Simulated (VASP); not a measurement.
Input of a VASP 6.6.1 run:

The input INCAR:

```
SYSTEM = ZrB
ALGO     = Normal         ! electronic algorithm
EDIFF    = 1E-6           ! SCF threshold, eV
ENCUT    = 520            ! plane-wave cutoff, eV
GGA      = PS             ! functional
ISIF     = 2              ! what is computed and relaxed
ISMEAR   = 0              ! smearing method
LASPH    = .True.         ! aspherical terms in the spheres
LCHARG   = .True.         ! write CHGCAR
LELF     = .True.         ! ELF
LREAL    = .False.        ! projectors in reciprocal space
LVHAR    = .True.       
LWAVE    = .False.        ! write WAVECAR
NBANDS   = 23             ! bands
NELM     = 100            ! most SCF steps
PREC     = Accurate       ! precision mode
SIGMA    = 0.1            ! smearing width, eV
```

File KPOINTS:

```
k-points
0
Gamma
  16 16 12
  0 0 0
```

POSCAR

```
ZrB
1.0
    2.3338584507      2.3338584507      0.0000000000
   -2.3338584507      2.3338584507      0.0000000000
    0.0000000000      0.0000000000      4.9263401587
Zr B
2 2
Direct
    0.0000000000      0.0000000000      0.0000000000
    0.5000000000      0.5000000000      0.5000000000
    0.5000000000      0.5000000000      0.0000000000
    0.0000000000      0.0000000000      0.5000000000
```

Potentials or basis: VASP PAW PBE potentials, release 64 (Zr_sv, B).

Launch:

```console
$ cat potpaw_PBE.64/Zr_sv/POTCAR potpaw_PBE.64/B/POTCAR > POTCAR
$ mpirun -np 1 vasp_std > vasp.out
```

Problem. Predict the pressure.

Solution. 14.4 GPa.

Problem. Estimate the band gap on the k mesh.

Solution. Zero (bands 15 and 16 overlap by 3.37 eV).

Stress tensor (GPa, compression positive):
```
21.51  0.00  0.00
 0.00 21.51  0.00
 0.00  0.00  0.20
```

Caveat: the cell differs from its parent crystal (biaxial strain in the a-b plane: -4.0 %, then relaxed in part); the cell stands under pressure; the PAW data sets were made with another functional, which shifts forces and pressure a little.
